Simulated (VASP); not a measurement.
# Tl (Im-3m) in VASP: elastic constants with PBE+D4

Aim: the elastic constants of Tl with PBE+D4.

All numbers are computed with VASP 6.6.1; they aren't measurements. Logs are shortened: lines on timing, memory, paths and dates and some standing lists are left out, and cuts for length are marked.

### 1 The cell of the first run

It takes space group Im-3m (No. 229, cubic). Conventional cell: a = 3.912 Å, b = 3.912 Å, c = 3.912 Å, α = 90.00°, β = 90.00°, γ = 90.00°. Tl (site symmetry m-3m) has 14 Tl at 3.39 to 3.91 Å within 4.5 Å.

### 2 Elastic constants, PBE+D4

INCAR

```
SYSTEM = Tl
PREC     = Accurate       ! precision mode
ENCUT    = 600            ! plane-wave cutoff, eV
EDIFF    = 1E-8           ! SCF threshold, eV
ISMEAR   = 1              ! smearing method
SIGMA    = 0.01           ! smearing width, eV
LREAL    = .FALSE.        ! projectors in reciprocal space
LASPH    = .TRUE.         ! aspherical terms in the spheres
NELM     = 100            ! most SCF steps
ALGO     = Normal         ! electronic algorithm
ISIF     = 3              ! what is computed and relaxed
LWAVE    = .FALSE.        ! write WAVECAR
LCHARG   = .TRUE.         ! write CHGCAR
GGA      = PE             ! functional
IVDW     = 13             ! dispersion correction
IBRION   = 6              ! ionic algorithm
NFREE    = 2            
POTIM    = 0.015          ! step
NSW      = 1              ! ionic steps
```

KPOINTS

```
Automatic mesh
0
G
  8 8 8
  0 0 0
```

POSCAR

```
Tl
1.0
   -1.9559951735      1.9559951735      1.9559951735
    1.9559951735     -1.9559951735      1.9559951735
    1.9559951735      1.9559951735     -1.9559951735
Tl
1
Direct
    0.0000000000      0.0000000000      0.0000000000
```

Potentials or basis: VASP PAW PBE potentials, release 64 (Tl_d).

On the command line:

```sh
> cat potpaw_PBE.64/Tl_d/POTCAR > POTCAR
> mpirun -np 1 vasp_std > vasp.out
```

OUTCAR:

```text
SYSTEM = Tl
   PREC = Accurate
   ENCUT = 600
   EDIFF = 1E-8
   ISMEAR = 1
   LREAL = .FALSE.
   LASPH = .TRUE.
   NELM = 100
   ISIF = 3
   GGA = PE
   IVDW = 13
   IBRION = 6
   NFREE = 2
   POTIM = 0.015
   NSW = 1

 ion  position               nearest neighbor table
   1  0.000  0.000  0.000-

  LATTYP: Found a body centered cubic cell.
 ALAT       =     3.9119903470

  Lattice vectors:

 A1 = (  -1.9559951735,   1.9559951735,   1.9559951735)
 A2 = (   1.9559951735,  -1.9559951735,   1.9559951735)
 A3 = (   1.9559951735,   1.9559951735,  -1.9559951735)

Analysis of symmetry for initial positions (statically):
=====================================================================
 Subroutine PRICEL returns:
 Original cell was already a primitive cell.

 Routine SETGRP: Setting up the symmetry group for a
 body centered cubic supercell.

 Subroutine GETGRP returns: Found 48 space group operations
 (whereof 48 operations were pure point group operations)
 out of a pool of 48 trial point group operations.

The static configuration has the point symmetry O_h .

Analysis of symmetry for dynamics (positions and initial velocities):
=====================================================================
 Subroutine PRICEL returns:
 Original cell was already a primitive cell.

 Routine SETGRP: Setting up the symmetry group for a
 body centered cubic supercell.

 Subroutine GETGRP returns: Found 48 space group operations
 (whereof 48 operations were pure point group operations)
 out of a pool of 48 trial point group operations.

The dynamic configuration has the point symmetry O_h .

 Subroutine INISYM returns: Found 48 space group operations
 (whereof 48 operations are pure point group operations),
 and found     1 'primitive' translations

----------------------------------------------------------------------------------------

                                     Primitive cell

  volume of cell :      29.9339

  direct lattice vectors                    reciprocal lattice vectors
    -1.955995174  1.955995174  1.955995174     0.000000000  0.255624353  0.255624353
     1.955995174 -1.955995174  1.955995174     0.255624353  0.000000000  0.255624353
     1.955995174  1.955995174 -1.955995174     0.255624353  0.255624353  0.000000000

  length of vectors
     3.387883020  3.387883020  3.387883020     0.361507426  0.361507426  0.361507426

  position of ions in fractional coordinates (direct lattice)
     0.000000000  0.000000000  0.000000000

  ion indices of the primitive-cell ions
   primitive index   ion index
                 1           1

----------------------------------------------------------------------------------------

 KPOINTS: Automatic mesh

Automatic generation of k-mesh.
 Grid dimensions read from file:
 generate k-points for:    8    8    8

 Generating k-lattice:

  Cartesian coordinates                     Fractional coordinates (reciprocal lattice)
     0.000000000  0.031953044  0.031953044     0.125000000  0.000000000  0.000000000
     0.031953044  0.000000000  0.031953044     0.000000000  0.125000000  0.000000000
     0.031953044  0.031953044  0.000000000     0.000000000  0.000000000  0.125000000

  Length of vectors
     0.045188428  0.045188428  0.045188428

  Shift w.r.t. Gamma in fractional coordinates (k-lattice)
     0.000000000  0.000000000  0.000000000

 Subroutine IBZKPT returns following result:
 ===========================================

 Found     29 irreducible k-points:

 Following reciprocal coordinates:
            Coordinates               Weight
  0.000000  0.000000  0.000000      1.000000
  0.125000  0.000000  0.000000     12.000000
  0.250000  0.000000  0.000000     12.000000
  0.375000  0.000000  0.000000     12.000000
  0.500000  0.000000  0.000000      6.000000
  0.125000  0.125000  0.000000     24.000000
[... 16 lines left out ...]
 -0.250000  0.250000  0.250000      6.000000
 -0.375000  0.375000  0.250000     24.000000
 [... further k-points ...]
   k-points           NKPTS =     29   k-points in BZ     NKDIM =     29   number of bands    NBANDS=     10
   number of dos      NEDOS =    301   number of ions     NIONS =      1
   total plane-waves  NPLWV =  21952
   dimension x,y,z NGX =    28 NGY =   28 NGZ =   28
   dimension x,y,z NGXF=    56 NGYF=   56 NGZF=   56
[... 18 lines left out ...]
   NFREE  =      2    steps in history (QN), initial steepest desc. (CG)
   ISIF   =      3    stress and relaxation
   ISYM   =      2    0-nonsym 1-usesym 2-fastsym
   POTIM  = 0.0150    time-step for ionic-motion
   TEBEG  =    0.0;   TEEND  =   0.0 temperature during run
   PSTRESS=    0.0 pullay stress
   NELECT =      13.0000    total number of electrons
   NUPDOWN=      -1.0000    fix difference up-down
   EMIN   =  10.00;   EMAX   =-10.00  energy-range for DOS
   EFERMI =   0.00;   METHOD = LEGACY
   ISMEAR =     1;   SIGMA  =   0.01  broadening in eV -4-tet -1-fermi 0-gaus
   EFERMI_NEDOS =   21; number of points for ismear=-14 and -15
   IALGO  =     38    algorithm
   IMIX   =      4    mixing-type and parameters
     AMIX     =   0.40;   BMIX     =  1.00
     AMIX_MAG =   1.60;   BMIX_MAG =  1.00
  volume/ion in A,a.u.               =      29.93       202.00
  Fermi-wavevector in a.u.,A,eV,Ry     =   1.239752  2.342792 20.911953  1.536985
  Thomas-Fermi vector in A             =   2.374222
   LORBIT       =      0    0 simple, 1 ext, 2 COOP (PROOUT), +10 PAW based schemes
   GGA     = PE    functional components
   LHFCALC =     F    Hartree Fock is set to
   AEXX    =    0.0000 exact exchange contribution
   IVDW    =    13    specifies the selected vdW correction
   LEPSILON=     F    determine dielectric tensor
   LRPA    =     F    only Hartree local field effects (RPA)
 finite differences with symmetry
 non-spin polarized calculation
 Methfessel and Paxton  Order N= 1 SIGMA  =   0.01
  energy-cutoff  :      600.00
  volume of cell :       29.93
 maximum number of plane-waves:      1048
   NGX = 13   NGY = 13   NGZ = 13

--------------------------------------- Ionic step        1  -------------------------------------------

 number of electron      13.0000004 magnetization

 Free energy of the ion-electron system (eV)
  ---------------------------------------------------
  ext. energy  EPLUGINS =         0.00000000
  ---------------------------------------------------
  free energy    TOTEN  =        -2.19314175 eV

  energy without entropy =       -2.19302240  energy(sigma->0) =       -2.19310197

------------------------ aborting loop because EDIFF is reached ----------------------------------------

  DFT-D4 for vdW energy calculation

  Edisp (eV):   -0.35438
[... 102 lines left out ...]
  FREE ENERGIE OF THE ION-ELECTRON SYSTEM (eV)
  ---------------------------------------------------
  free  energy   TOTEN  =        -2.5492572944 eV

  energy  without entropy=       -2.5492196391  energy(sigma->0) =       -2.54924474

 E-fermi :   6.2541     XC(G=0): -10.0393

 val. band max:        6.2472390389   @ k =  -0.1250  -0.3750   0.1250
 cond. band min:       6.2566272383   @ k =  -0.5000   0.2500   0.1250
 fundamental gap:      0.0093881994
 Fermi energy:         6.2541139245

 k-point     1 :       0.0000    0.0000    0.0000
  band No.  band energies     occupation
      1      -5.3834      2.00000
      2      -5.3664      2.00000
      3      -5.3664      2.00000
      4      -4.9824      2.00000
      5      -4.9616      2.00000
      6      -3.5771      2.00000
      7      16.7264      0.00000
      8      16.7264      0.00000
      9      16.8625      0.00000
     10      18.4839      0.00000
[... 287 lines left out ...]
 k-point    24 :      -0.3750    0.3750    0.2500
  band No.  band energies     occupation
      1      -5.3729      2.00000
      2      -5.2409      2.00000
      3      -5.1578      2.00000
      4      -5.0404      2.00000
      5      -4.8522      2.00000
      6       0.8015      2.00000
      7       7.1279      0.00000
      8      10.0062      0.00000
      9      10.8630      0.00000
     10      14.4266      0.00000

 [... further k-points ...]

[... ionic steps 4 to 12 ...]

--------------------------------------- Ionic step       13  -------------------------------------------

 number of electron      13.0000003 magnetization

------------------------ aborting loop because EDIFF is reached ----------------------------------------
[... 73 lines left out ...]
--------------------------------------- Ionic step       15  -------------------------------------------

 number of electron      13.0000002 magnetization

 Free energy of the ion-electron system (eV)
  ---------------------------------------------------
  ext. energy  EPLUGINS =         0.00000000
  ---------------------------------------------------
  free energy    TOTEN  =        -2.19313947 eV

  energy without entropy =       -2.19302015  energy(sigma->0) =       -2.19309970

 E-fermi :   6.1129     XC(G=0):  -9.9648

 val. band max:        6.1105204198   @ k =  -0.3750   0.3750   0.1250
 cond. band min:       6.1196147000   @ k =   0.2500   0.1250   0.1250
 fundamental gap:      0.0090942802
 Fermi energy:         6.1129376765

 k-point     1 :       0.0000    0.0000    0.0000
  band No.  band energies     occupation
      1      -5.5053      2.00000
      2      -5.5053      2.00000
      3      -5.5053      2.00000
      4      -5.1189      2.00000
      5      -5.1189      2.00000
      6      -3.6312      2.00000
      7      16.4665      0.00000
      8      16.4665      0.00000
      9      16.4665      0.00000
     10      18.3416      0.00000
[... 331 lines left out ...]
  FREE ENERGIE OF THE ION-ELECTRON SYSTEM (eV)
  ---------------------------------------------------
  free  energy   TOTEN  =        -2.5475198786 eV

  energy  without entropy=       -2.5474005542  energy(sigma->0) =       -2.54748010

 INTERNAL STRAIN TENSORS FROM STRAINED CELLS
 ============================================

 INTERNAL STRAIN TENSOR FOR ION    1 for displacements in x,y,z  (eV/Angst):
          X           Y           Z          XY          YZ          ZX
  --------------------------------------------------------------------------------
  x    -0.00000     0.00000    -0.00000    -0.00000    -0.00000     0.00000
  y    -0.00000     0.00000     0.00000    -0.00000    -0.00000    -0.00000
  z     0.00000     0.00000     0.00000     0.00000     0.00000     0.00000

 INTERNAL STRAIN TENSORS FROM DISPLACED ATOMS
 ============================================

 INTERNAL STRAIN TENSOR FOR ION    1 for displacements in x,y,z  (eV/Angst):
          X           Y           Z          XY          YZ          ZX
  --------------------------------------------------------------------------------
  x     0.00000     0.00000     0.00000     0.00000     0.00000     0.00000
  y     0.00000     0.00000     0.00000     0.00000     0.00000     0.00000
  z     0.00000     0.00000     0.00000     0.00000     0.00000     0.00000

 Eigenvectors and eigenvalues of the dynamical matrix
 ----------------------------------------------------

   1 f  =    0.000000 THz     0.000000 2PiTHz    0.000000 cm-1     0.000000 meV
             X         Y         Z           dx          dy          dz
      0.000000  0.000000  0.000000     0.707107   -0.707107    0.000000

   2 f  =    0.000000 THz     0.000000 2PiTHz    0.000000 cm-1     0.000000 meV
             X         Y         Z           dx          dy          dz
      0.000000  0.000000  0.000000    -0.707107   -0.707107    0.000000

   3 f  =    0.000000 THz     0.000000 2PiTHz    0.000000 cm-1     0.000000 meV
             X         Y         Z           dx          dy          dz
      0.000000  0.000000  0.000000     0.000000    0.000000    1.000000

--------------------------------------------------------------------------------------------------------

 ELASTIC MODULI CONTR FROM IONIC RELAXATION (kBar)
 Direction    XX          YY          ZZ          XY          YZ          ZX
 --------------------------------------------------------------------------------
 XX           0.0000      0.0000      0.0000      0.0000      0.0000      0.0000
 YY           0.0000      0.0000      0.0000      0.0000      0.0000      0.0000
 ZZ           0.0000      0.0000      0.0000      0.0000      0.0000      0.0000
 XY           0.0000      0.0000      0.0000      0.0000      0.0000      0.0000
 YZ           0.0000      0.0000      0.0000      0.0000      0.0000      0.0000
 ZX           0.0000      0.0000      0.0000      0.0000      0.0000      0.0000
 --------------------------------------------------------------------------------

 TOTAL ELASTIC MODULI (kBar)
 Direction    XX          YY          ZZ          XY          YZ          ZX
 --------------------------------------------------------------------------------
 XX         -56.3056    507.9428    507.9428      0.0000     -0.0000      0.0000
 YY         507.9428    -56.3056    507.9428      0.0000     -0.0000      0.0000
 ZZ         507.9428    507.9428    -56.3056      0.0000     -0.0000     -0.0000
 XY           0.0000      0.0000      0.0000   -647.2258     -0.0000      0.0000
 YZ          -0.0000     -0.0000     -0.0000     -0.0000   -647.2258      0.0000
 ZX           0.0000      0.0000     -0.0000      0.0000      0.0000   -647.2258
 --------------------------------------------------------------------------------
```

Run time: 2.8 min. Hardware: 1 thread of Intel Xeon Platinum 8488C (Sapphire Rapids), shared host; peak memory 0.24 GiB.

What came out:

- Elastic constants C11, C12, C44: -6, 51, -65 GPa
- Voigt bulk modulus: 32 GPa
- Dispersion energy per atom: -0.354 eV

Elastic tensor in Voigt notation (GPa, in the Cartesian axes of the cell as first typed):
```
 -6  51  51   0   0   0
 51  -6  51   0   0   0
 51  51  -6   0   0   0
  0   0   0 -65   0   0
  0   0   0   0 -65   0
  0   0   0   0   0 -65
```

Clamped-ion elastic tensor (GPa):
```
 -6  51  51   0   0   0
 51  -6  51   0   0   0
 51  51  -6   0   0   0
  0   0   0 -65   0   0
  0   0   0   0 -65   0
  0   0   0   0   0 -65
```

Caveat: the elastic tensor has a negative eigenvalue, so either the cell is unstable as it stands or the mesh is too thin; spin-orbit coupling is left out, which moves the levels of the heavy elements.
